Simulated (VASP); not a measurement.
# ZrC (Fm-3m) in VASP: further runs, part 2 of 2

VASP 6.6.1.

### Step 3. Relaxation of cell and atoms, r2SCAN

This run uses another cell than the first one, of 12.98 Å³/atom.

The input, POSCAR:

```
ZrC
1.0
    0.0000000000      2.3502100000      2.3502100000
    2.3502100000      0.0000000000      2.3502100000
    2.3502100000      2.3502100000      0.0000000000
Zr C
1 1
Direct
    0.5000000000      0.5000000000      0.5000000000
    0.0000000000      0.0000000000      0.0000000000
```

The input, INCAR.step1:

```
SYSTEM = ZrC
ALGO = Normal ; EDIFF = 1E-4
ENCUT = 600 ; GGA = PE
ISMEAR = 0 ; LASPH = .TRUE.
LCHARG = .FALSE. ; LREAL = .FALSE.
LWAVE = .TRUE. ; NELM = 60
PREC = Accurate ; SIGMA = 0.1
```

The input, INCAR.step2:

```
SYSTEM = ZrC
ALGO = Normal ; EDIFF = 1E-7
EDIFFG = -0.005 ; ENCUT = 600
IBRION = 2 ; ISIF = 3
ISMEAR = 0 ; ISTART = 1
LASPH = .TRUE. ; LCHARG = .FALSE.
LMIXTAU = .TRUE. ; LREAL = .FALSE.
LWAVE = .FALSE. ; METAGGA = R2SCAN
NELM = 60 ; NSW = 100
PREC = Accurate ; SIGMA = 0.1
```

The input, KPOINTS:

```
k-points
0
G
  16 16 16
  0 0 0
```

Potentials or basis: VASP PAW PBE potentials, release 64 (Zr_sv, C).

Launch:

```
$ cat potpaw_PBE.64/Zr_sv/POTCAR potpaw_PBE.64/C/POTCAR > POTCAR
$ cp INCAR.step1 INCAR
$ mpirun -np 1 vasp_std > vasp.out
$ cp INCAR.step2 INCAR
$ mpirun -np 1 vasp_std > vasp.out
```

OUTCAR:

```text
SYSTEM = ZrC
   EDIFF = 1E-7
   EDIFFG = -0.005
   ENCUT = 600
   IBRION = 2
   ISIF = 3
   ISMEAR = 0
   ISTART = 1
   LASPH = .TRUE.
   LREAL = .FALSE.
   METAGGA = R2SCAN
   NELM = 60
   NSW = 100
   PREC = Accurate

 ion  position               nearest neighbor table
   1  0.500  0.500  0.500-   2 2.35   2 2.35   2 2.35   2 2.35   2 2.35   2 2.35
   2  0.000  0.000  0.000-   1 2.35   1 2.35   1 2.35   1 2.35   1 2.35   1 2.35

  LATTYP: Found a face centered cubic cell.
 ALAT       =     4.7004200000

  Lattice vectors:

 A1 = (   0.0000000000,   2.3502100000,   2.3502100000)
 A2 = (   2.3502100000,   0.0000000000,   2.3502100000)
 A3 = (   2.3502100000,   2.3502100000,   0.0000000000)

Analysis of symmetry for initial positions (statically):
=====================================================================
 Subroutine PRICEL returns:
 Original cell was already a primitive cell.

 Routine SETGRP: Setting up the symmetry group for a
 face centered cubic supercell.

 Subroutine GETGRP returns: Found 48 space group operations
 (whereof 48 operations were pure point group operations)
 out of a pool of 48 trial point group operations.

The static configuration has the point symmetry O_h .

Analysis of symmetry for dynamics (positions and initial velocities):
=====================================================================
 Subroutine PRICEL returns:
 Original cell was already a primitive cell.

[... 226 lines left out ...]
--------------------------------------- Ionic step        3  -------------------------------------------

 number of electron      16.0000000 magnetization

 Free energy of the ion-electron system (eV)
  ---------------------------------------------------
  ext. energy  EPLUGINS =         0.00000000
  ---------------------------------------------------
  free energy    TOTEN  =       -34.72440167 eV

  energy without entropy =      -34.72265174  energy(sigma->0) =      -34.72352670

 E-fermi :   9.5657     XC(G=0): -12.9010

 val. band max:        9.5583388290   @ k =   0.5000   0.5000   0.0000
 cond. band min:       9.5771553807   @ k =  -0.0625   0.0625   0.0000
 fundamental gap:      0.0188165517
 Fermi energy:         9.5657072935

 k-point     1 :       0.0000    0.0000    0.0000
  band No.  band energies     occupation
      1     -40.2940      2.00000
      2     -17.3008      2.00000
      3     -17.3008      2.00000
      4     -17.3008      2.00000
      5      -2.4499      2.00000
      6      10.4827      0.00000
      7      10.4827      0.00000
      8      10.4827      0.00000
      9      10.8723      0.00000
     10      10.8723      0.00000
     11      10.8723      0.00000
     12      12.5035      0.00000
[... 331 lines left out ...]
 k-point    24 :      -0.0625    0.0625    0.0000
  band No.  band energies     occupation
      1     -40.2838      2.00000
      2     -17.3851      2.00000
      3     -17.3228      2.00000
      4     -17.3019      2.00000
      5      -2.2133      2.00000
      6       9.1488      2.00000
      7       9.3328      1.99901
      8       9.5772      0.87138
      9      11.0191      0.00000
     10      11.6197      0.00000
     11      11.6572      0.00000
     12      13.1525      0.00000

 [... further k-points ...]
[... 5 lines left out ...]
  --------------------------------------------------------------------------------------
  -------------------------------------------------------------------------------------
  Total       -0.0001365     -0.0001365     -0.0001365      0.0000000      0.0000000     -0.0000000
  in kB       -0.0083620     -0.0083620     -0.0083620      0.0000000      0.0000000     -0.0000000
  external PRESSURE =      -0.0083620 kB  Pullay stress =       0.0000000 kB
[... 17 lines left out ...]
  FREE ENERGIE OF THE ION-ELECTRON SYSTEM (eV)
  ---------------------------------------------------
  free  energy   TOTEN  =       -34.7244016682 eV

  energy  without entropy=      -34.7226517377  energy(sigma->0) =      -34.72352670

 reached required accuracy - stopping structural energy minimisation
```

OUTCAR.step1:

```text
SYSTEM = ZrC
   EDIFF = 1E-4
   ENCUT = 600
   GGA = PE
   ISMEAR = 0
   LASPH = .TRUE.
   LREAL = .FALSE.
[... 580 lines left out ...]
      2.35021      2.35021      2.35021        -0.000000     -0.000000      0.000000
      0.00000      0.00000      0.00000         0.000000      0.000000     -0.000000
 -----------------------------------------------------------------------------------
    total drift:                                0.000000      0.000000      0.000000

  FREE ENERGIE OF THE ION-ELECTRON SYSTEM (eV)
  ---------------------------------------------------
  free  energy   TOTEN  =       -19.4623243077 eV

  energy  without entropy=      -19.4604152595  energy(sigma->0) =      -19.46136978
```

OSZICAR.step1:

```text
N       E                     dE             d eps       ncg     rms          rms(c)
DAV:   1     0.115282495171E+03    0.11528E+03   -0.96951E+03  3480   0.150E+03
DAV:   2    -0.148876447972E+02   -0.13017E+03   -0.12285E+03  4024   0.354E+02
DAV:   3    -0.226826416906E+02   -0.77950E+01   -0.76622E+01  6240   0.761E+01
DAV:   4    -0.229276495929E+02   -0.24501E+00   -0.24487E+00  4192   0.908E+00
DAV:   5    -0.229317274155E+02   -0.40778E-02   -0.40772E-02  5320   0.110E+00    0.204E+01
DAV:   6    -0.196048369647E+02    0.33269E+01   -0.16591E+01  3932   0.284E+01    0.800E+00
DAV:   7    -0.194736779652E+02    0.13116E+00   -0.76435E-01  4128   0.708E+00    0.584E+00
DAV:   8    -0.194669631448E+02    0.67148E-02   -0.14630E-01  3744   0.361E+00    0.152E+00
DAV:   9    -0.194622185076E+02    0.47446E-02   -0.34407E-02  4220   0.126E+00    0.499E-01
DAV:  10    -0.194625709612E+02   -0.35245E-03   -0.20370E-03  4092   0.578E-01    0.391E-01
DAV:  11    -0.194623264193E+02    0.24454E-03   -0.78069E-04  3828   0.218E-01    0.313E-02
DAV:  12    -0.194623243077E+02    0.21116E-05   -0.13756E-05  1916   0.432E-02
   1 F= -.19462324E+02 E0= -.19461370E+02  d E =-.190905E-02
```

Wall time 8.4 min (1 thread of Intel Xeon Platinum 8488C (Sapphire Rapids), shared host); peak memory 0.22 GiB.

Results:

* Free energy: -34.7244 eV
* Relaxed volume: 13.08 Å³/atom
* Relaxed cell: a = 3.332 Å, b = 3.332 Å, c = 3.332 Å, α = 60.00°, β = 60.00°, γ = 60.00°
* Space group after relaxing (to 0.1 Å): Fm-3m (No. 225)
* Energy gained by relaxing: 0.5 meV/atom
* Ionic steps: 3
* Pressure after relaxing: 0.0 GPa
* Band gap on the k mesh: zero (bands 8 and 9 overlap by 1.32 eV)

The path:
| step | energy change (eV) | largest force (eV/Å) | pressure (GPa) | volume (Å³) |
| --- | --- | --- | --- | --- |
| 1 | 0.0000 | 0.0000 | 1.76 | 25.96 |
| 2 | 0.0021 | 0.0000 | -2.92 | 26.50 |
| 3 | -0.0011 | 0.0000 | 0.00 | 26.16 |

Final structure:
```yaml
crystal:
  lattice:
    - [0.00000, 2.35614, 2.35614]
    - [2.35614, 0.00000, 2.35614]
    - [2.35614, 2.35614, 0.00000]
  atoms:
    - { symbol: Zr, position: [0.50000, 0.50000, 0.50000] }
    - { symbol: C, position: [0.00000, 0.00000, 0.00000] }
```

Caveat: the PAW data sets were made with another functional, which shifts forces and pressure a little.

### Step 4. Single point, r2SCAN

The input, POSCAR:

```
ZrC
1.0
    3.3315451709      0.0000000000      0.0000000000
    0.0000000000      3.3315451709      0.0000000000
    1.6657725854      1.6657725854      2.3557581822
Zr C
1 1
Direct
    0.5000000000      0.5000000000      0.0000000000
    0.0000000000      0.0000000000      0.0000000000
```

The input, INCAR.step1:

```
ALGO     = Normal         # electronic algorithm
EDIFF    = 1E-4           # SCF threshold, eV
ENCUT    = 520            # plane-wave cutoff, eV
GGA      = PE             # functional
ISMEAR   = 0              # smearing method
ISYM     = 0            
LASPH    = T              # aspherical terms in the spheres
LCHARG   = F              # write CHGCAR
LREAL    = F              # projectors in reciprocal space
LWAVE    = T              # write WAVECAR
NBANDS   = 15             # bands
NELM     = 80             # most SCF steps
PREC     = Accurate       # precision mode
SIGMA    = 0.1            # smearing width, eV
```

The input, INCAR.step2:

```
ALGO     = Normal         # electronic algorithm
EDIFF    = 1E-7           # SCF threshold, eV
ENCUT    = 520            # plane-wave cutoff, eV
ISIF     = 2              # what is computed and relaxed
ISMEAR   = 0              # smearing method
ISTART   = 1            
ISYM     = 0            
LASPH    = T              # aspherical terms in the spheres
LCHARG   = F              # write CHGCAR
LMIXTAU  = T            
LREAL    = F              # projectors in reciprocal space
LWAVE    = F              # write WAVECAR
METAGGA  = R2SCAN         # meta-GGA
NBANDS   = 15             # bands
NELM     = 80             # most SCF steps
PREC     = Accurate       # precision mode
SIGMA    = 0.1            # smearing width, eV
```

The input, KPOINTS:

```
k-points
0
Gamma
  10 10 15
```

Launch:

```
$ cat potpaw_PBE.64/Zr_sv/POTCAR potpaw_PBE.64/C/POTCAR > POTCAR
$ cp INCAR.step1 INCAR
$ mpirun -np 1 vasp_std > vasp.out
$ cp INCAR.step2 INCAR
$ mpirun -np 1 vasp_std > vasp.out
```

It took 18 min on 1 thread of Intel Xeon Platinum 8488C (Sapphire Rapids), shared host; peak memory 0.41 GiB.

It converged, with:

| Quantity | Value |
| --- | --- |
| Free energy | -34.7243 eV |
| Pressure | 0.2 GPa |
| Band gap on the k mesh | zero (bands 8 and 9 overlap by 1.32 eV) |

Levels at points of the mesh, in eV from the Fermi level:
```tsv
k point	band 4	band 5	band 6	band 7	band 8	band 9	band 10	band 11	band 12	band 13
(0.00, 0.00, 0.00)	-26.87	-12.03	0.91	0.91	0.91	1.30	1.30	1.30	2.93	2.93
(0.50, 0.00, 0.00)	-26.95	-8.95	-5.46	-3.10	-3.10	4.76	4.76	5.65	6.93	10.57
(0.00, 0.50, 0.00)	-26.95	-8.95	-5.46	-3.10	-3.10	4.76	4.76	5.65	6.93	10.57
(0.50, 0.50, 0.00)	-27.16	-10.89	-2.23	-1.63	-0.02	-0.02	4.57	5.92	5.92	8.22
```

Caveat: the PAW data sets were made with another functional, which shifts forces and pressure a little.

### Step 5. Overview

| task | level | cell | k mesh | cutoff (eV) | gap on the mesh (eV) | pressure (GPa) |
| --- | --- | --- | --- | --- | --- | --- |
| single point | PBEsol | a = 3.332 Å, angles 60.0, 60.0, 90.0°, 2 atoms, atomic positions A | 10 × 10 × 15, shifted | 520 | none | -5.7 |
| relaxation of cell and atoms | r2SCAN | relaxed from a = 3.324 Å, angles 60.0°, 2 atoms, atomic positions B | 16 × 16 × 16 | 600 | none | 0.0 |
| single point | r2SCAN | a = 3.332 Å, angles 60.0, 60.0, 90.0°, 2 atoms, atomic positions A | 10 × 10 × 15 | 520 | none | 0.2 |

Alike in all rows: potentials or basis VASP PAW PBE potentials, release 64 (Zr_sv, C); no spin polarisation; smearing gaussian 0.1 eV.

Caveats: the PAW data sets were made with another functional, which shifts forces and pressure a little; the cell stands under tension (at least some runs).

Absolute energies hang on the potentials; compare differences alone.
